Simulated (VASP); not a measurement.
# BaTiO3 (R3m) in VASP: notebook, part 2 of 2

VASP 6.6.1.

### 4 Relaxation of shape and atoms at fixed volume, PBE (12.58 Å³/atom)

This run uses another cell than the first one, of 12.58 Å³/atom.

Contents of INCAR:

```
  ALGO = Normal
  EDIFF = 1E-6
  EDIFFG = -0.01
  ENCUT = 600
  GGA = PE
  IBRION = 2
  ISIF = 4
  ISMEAR = 0
  LASPH = T
  LCHARG = F
  LREAL = F
  LWAVE = F
  NELM = 60
  NSW = 50
  PREC = Accurate
  SIGMA = 0.02
```

Contents of KPOINTS:

```
k-points
0
Gamma
  6 6 6
```

Contents of POSCAR:

```
BaTiO3
1.0
    2.8074733611      1.6208955008      2.3039023150
   -2.8074733611      1.6208955008      2.3039023150
    0.0000000000     -3.2417910016      2.3039023149
Ba Ti O
1 1 3
Direct
   -0.0032087783     -0.0032087783     -0.0032087783
    0.4842273604      0.4842273604      0.4842273604
    0.5101746472      0.5101746472      0.0178321235
    0.0178321235      0.5101746472      0.5101746472
    0.5101746472      0.0178321235      0.5101746472
```

Potentials or basis: VASP PAW PBE potentials, release 64 (Ba_sv, Ti_sv, O).

Run with:

```bash
$ cat potpaw_PBE.64/Ba_sv/POTCAR potpaw_PBE.64/Ti_sv/POTCAR potpaw_PBE.64/O/POTCAR > POTCAR
$ mpirun -np 1 vasp_std > vasp.out
```

OUTCAR:

```text
EDIFF = 1E-6
   EDIFFG = -0.01
   ENCUT = 600
   GGA = PE
   IBRION = 2
   ISIF = 4
   ISMEAR = 0
   LASPH = T
   LREAL = F
   NELM = 60
   NSW = 50
   PREC = Accurate

 ion  position               nearest neighbor table
   1  0.997  0.997  0.997-   4 2.74   5 2.74   3 2.74   3 2.81   3 2.81   5 2.81   4 2.81   4 2.81
                             5 2.81   4 2.89   5 2.89   3 2.89   2 3.37   2 3.41   2 3.41   2 3.41
   2  0.484  0.484  0.484-   3 1.86   4 1.86   5 1.86   3 2.13   4 2.13   5 2.13   1 3.37   1 3.41
                             1 3.41   1 3.41   1 3.47   1 3.47   1 3.47   1 3.54
   3  0.510  0.510  0.018-   2 1.86   2 2.13   1 2.74   1 2.81   1 2.81   1 2.89
   4  0.018  0.510  0.510-   2 1.86   2 2.13   1 2.74   1 2.81   1 2.81   1 2.89
   5  0.510  0.018  0.510-   2 1.86   2 2.13   1 2.74   1 2.81   1 2.81   1 2.89

  LATTYP: Found a trigonal (rhomboedric) cell.
 ALAT       =     3.9770811879
 COS(alpha) =     0.0033736384

  Lattice vectors:

 A1 = (   2.8074733611,   1.6208955008,   2.3039023150)
 A2 = (  -2.8074733611,   1.6208955008,   2.3039023150)
 A3 = (   0.0000000000,  -3.2417910016,   2.3039023149)

Analysis of symmetry for initial positions (statically):
=====================================================================
 Subroutine PRICEL returns:
[... 181 lines left out ...]

  FORCE on cell =-STRESS in cart. coord.  units (eV):
  Direction    XX          YY          ZZ          XY          YZ          ZX
  --------------------------------------------------------------------------------------
  -------------------------------------------------------------------------------------
  Total        4.2839179      4.2839179      4.0913660      0.0000000      0.0000000      0.0000000
  in kB      109.1103002    109.1103002    104.2060514      0.0000000      0.0000000      0.0000000
  external PRESSURE =     107.4755506 kB  Pullay stress =       0.0000000 kB
[... 221 lines left out ...]
--------------------------------------- Ionic step        7  -------------------------------------------

 number of electron      40.0000014 magnetization

 Free energy of the ion-electron system (eV)
  ---------------------------------------------------
  ext. energy  EPLUGINS =         0.00000000
  ---------------------------------------------------
  free energy    TOTEN  =       -39.94055968 eV

  energy without entropy =      -39.94055968  energy(sigma->0) =      -39.94055968

 E-fermi :   4.1616     XC(G=0): -11.3524

 val. band max:        3.9514416581   @ k =   0.5000   0.5000   0.5000
 cond. band min:       6.0801140777   @ k =   0.0000   0.0000   0.0000
 fundamental gap:      2.1286724197
 Fermi energy:         4.1615640115

 k-point     1 :       0.0000    0.0000    0.0000
  band No.  band energies     occupation
      1     -52.4266      2.00000
      2     -28.6716      2.00000
      3     -28.6716      2.00000
      4     -28.6703      2.00000
      5     -20.8089      2.00000
      6     -12.9526      2.00000
[... 637 lines left out ...]
     23       8.0023      0.00000
     24       9.7676      0.00000

 [... further k-points ...]
[... 5 lines left out ...]
  --------------------------------------------------------------------------------------
  -------------------------------------------------------------------------------------
  Total        3.4436090      3.4436090      3.4687794      0.0000000      0.0000000      0.0000000
  in kB       87.7078456     87.7078456     88.3489295      0.0000000      0.0000000      0.0000000
  external PRESSURE =      87.9215402 kB  Pullay stress =       0.0000000 kB
[... 20 lines left out ...]
  FREE ENERGIE OF THE ION-ELECTRON SYSTEM (eV)
  ---------------------------------------------------
  free  energy   TOTEN  =       -39.9405596824 eV

  energy  without entropy=      -39.9405596824  energy(sigma->0) =      -39.94055968

 reached required accuracy - stopping structural energy minimisation
```

It took 73 s on 1 thread of Intel Xeon 6975P-C (Granite Rapids), shared host; peak memory 0.22 GiB.

What came out:

```
Free energy                  : -39.9406 eV
Energy gained by relaxing    : 3.1 meV/atom
Ionic steps                  : 7
Pressure after relaxing      : 8.8 GPa
Largest force after relaxing : 0.006 eV/Å
Band gap on the k mesh       : 2.13 eV (least direct gap 2.40 eV)
```

Forces in eV/Å, atoms in the order of the input:
```
Ba   0.000  0.000  0.005
Ti   0.000  0.000  0.002
O    0.000  0.006 -0.002
O   -0.005 -0.003 -0.002
O    0.005 -0.003 -0.002
```

The path:
| step | energy change (eV) | largest force (eV/Å) | pressure (GPa) | volume (Å³) |
| --- | --- | --- | --- | --- |
| 1 | 0.0000 | 0.3987 | 10.75 | 62.91 |
| 2 | -0.0119 | 0.1388 | 9.49 | 62.91 |
| 3 | -0.0128 | 0.1058 | 9.07 | 62.91 |
| 4 | -0.0146 | 0.0665 | 8.97 | 62.91 |
| 5 | -0.0154 | 0.0261 | 8.87 | 62.91 |
| 6 | -0.0154 | 0.0245 | 8.86 | 62.91 |
| 7 | -0.0155 | 0.0061 | 8.79 | 62.91 |

Final structure:
```cif
data_structure
_symmetry_space_group_name_H-M 'P 1'
_symmetry_Int_Tables_number 1
_cell_length_a 3.9771
_cell_length_b 3.9771
_cell_length_c 3.9771
_cell_angle_alpha 89.936
_cell_angle_beta 89.936
_cell_angle_gamma 89.936
_cell_volume 62.91
loop_
_atom_site_label
_atom_site_type_symbol
_atom_site_fract_x
_atom_site_fract_y
_atom_site_fract_z
_atom_site_occupancy
Ba1 Ba 0.99975 0.99975 0.99975 1
Ti1 Ti 0.49010 0.49010 0.49010 1
O1 O 0.50828 0.50828 0.01278 1
O2 O 0.01278 0.50828 0.50828 1
O3 O 0.50828 0.01278 0.50828 1
```

Levels at points of the mesh, in eV from the valence-band top:
| k point | band 17 | band 18 | band 19 | band 20 | band 21 | band 22 | band 23 | band 24 |
| --- | --- | --- | --- | --- | --- | --- | --- | --- |
| (0.00, 0.00, 0.00) | -1.11 | -0.36 | -0.27 | -0.27 | 2.13 | 2.13 | 2.23 | 4.34 |
| (0.50, 0.00, 0.00) | -1.78 | -1.72 | -0.86 | -0.78 | 2.31 | 3.73 | 3.79 | 4.33 |
| (0.50, 0.50, 0.00) | -1.65 | -0.87 | -0.85 | -0.09 | 3.78 | 3.78 | 4.16 | 5.07 |
| (0.50, 0.50, 0.50) | -2.36 | -0.01 | -0.01 | 0.00 | 4.36 | 4.44 | 4.44 | 6.75 |

Caveat: spin-orbit coupling is left out, which moves the levels of the heavy elements. A k mesh can miss the band edges.

### 5 The runs side by side

```csv
cell,gap on the mesh (eV),pressure (GPa),largest force (eV/Å)
"relaxed from a = 3.891 Å, 5 atoms, atomic positions A",1.91,22.1,0.01
"relaxed from a = 3.934 Å, angles 89.9°, 5 atoms, atomic positions B",1.93,14.4,-
"relaxed from a = 3.977 Å, angles 89.8°, 5 atoms, atomic positions C",2.13,8.8,0.01
```

Alike in all rows: task relaxation of shape and atoms at fixed volume; level PBE; potentials or basis VASP PAW PBE potentials, release 64 (Ba_sv, Ti_sv, O); no spin polarisation; k mesh 6 × 6 × 6; cutoff (eV) 600; smearing gaussian 0.02 eV.

Caveats: spin-orbit coupling is left out, which moves the levels of the heavy elements.

Total energies depend on the potentials used, so only differences within one code and one set of settings carry meaning.
